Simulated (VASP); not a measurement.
The system is SnO2.

```
Sn O
1.0
    -1.86215    1.86215    4.97060
     1.86215   -1.86215    4.97060
     1.86215    1.86215   -4.97060
Sn O
2 4
Direct
  0.00000 0.00000 0.00000
  0.75000 0.25000 0.50000
  0.79882 0.79882 0.00000
  0.20118 0.20118 0.00000
  0.95118 0.45118 0.50000
  0.54882 0.04882 0.50000
```

| Quantity | Value |
| --- | --- |
| Program | VASP 6.6.1 |
| Task | relaxation of cell and atoms |
| Functional | PBE |
| Potentials or basis | VASP PAW PBE potentials, release 64 (Sn_d, O) |
| Cutoff | 600 eV |
| k mesh | 8 × 8 × 8 |
| Occupations | gaussian, width 0.1 eV |
| Spin | no spin polarisation |

At the start: pressure 55.4 GPa; volume 11.49 Å³/atom.

Question: How do energy, volume and symmetry change on relaxing?

Answer: Over 6 steps the energy falls by 390.8 meV/atom and the volume is 14.22 Å³/atom (+23.7 %); space group I4_1/amd (No. 141, to 0.05 Å).

Step by step:
```tsv
step	energy change (eV)	largest force (eV/Å)	pressure (GPa)	volume (Å³)
1	0.0000	0.9684	55.39	68.94
2	1.0295	1.1313	-24.27	116.66
3	-2.2732	0.5327	-2.47	86.31
4	-2.2853	0.4817	-0.66	85.26
5	-2.2866	0.4578	0.22	84.79
6	-2.3449	0.0132	0.20	85.31
```

Final structure:
```
Sn O
1.0
    -2.02037    2.02037    5.22517
     2.02037   -2.02037    5.22517
     2.02037    2.02037   -5.22517
Sn O
2 4
Direct
  0.00000 0.00000 0.00000
  0.75000 0.25000 0.50000
  0.79841 0.79841 0.00000
  0.20159 0.20159 0.00000
  0.95159 0.45159 0.50000
  0.54841 0.04841 0.50000
```

Caveat: the volume moved by over 15 % at a fixed basis, so the end points are rough; the relaxation stopped at a loose force limit of 0.05 eV/Å, so its end isn't a converged minimum.
